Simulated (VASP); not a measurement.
CdTe: single point with PBE

The system is CdTe.

```xyz
2
Lattice="0.0000 3.2050 3.2050 3.2050 0.0000 3.2050 3.2050 3.2050 0.0000" Properties=species:S:1:pos:R:3 pbc="T T T"
Cd    0.0000    0.0000    0.0000
Te    1.6025    1.6025    1.6025
```

| Item | Value |
| --- | --- |
| Program | VASP 6.6.1 |
| Task | single point |
| Functional | PBE |
| Potentials or basis | VASP PAW PBE potentials, release 64 (Cd, Te) |
| Cutoff | 520 eV |
| k mesh | 4 × 4 × 4 |
| Occupations | gaussian, width 0.01 eV |
| Spin | no spin polarisation |
| Dipole correction | no |
| Further INCAR settings | ALGO = Normal; EDIFF = 1e-06; NBANDS = 16 |

```
Pressure               : 4.7 GPa
Band gap on the k mesh : 0.86 eV, direct
```

Levels at points of the mesh, in eV from the valence-band top:
| k point | band 6 | band 7 | band 8 | band 9 | band 10 | band 11 | band 12 | band 13 |
| --- | --- | --- | --- | --- | --- | --- | --- | --- |
| (0.00, 0.00, 0.00) | -8.15 | 0.00 | 0.00 | 0.00 | 0.86 | 4.56 | 4.56 | 4.56 |
| (0.50, 0.00, 0.00) | -7.77 | -4.63 | -0.83 | -0.83 | 1.84 | 5.15 | 5.15 | 7.09 |
| (0.50, 0.50, 0.00) | -7.61 | -4.48 | -1.99 | -1.99 | 2.52 | 2.65 | 9.03 | 9.29 |

Run time: 13 s on 1 thread of Intel(R) Xeon(R) Platinum 8259CL CPU @ 2.50GHz (Skylake/Cascade Lake) (shared host), peak memory 0.2 GiB.

Caveat: the k points lie up to 0.42 Å⁻¹ apart; spin-orbit coupling is left out, which moves the levels of the heavy elements.
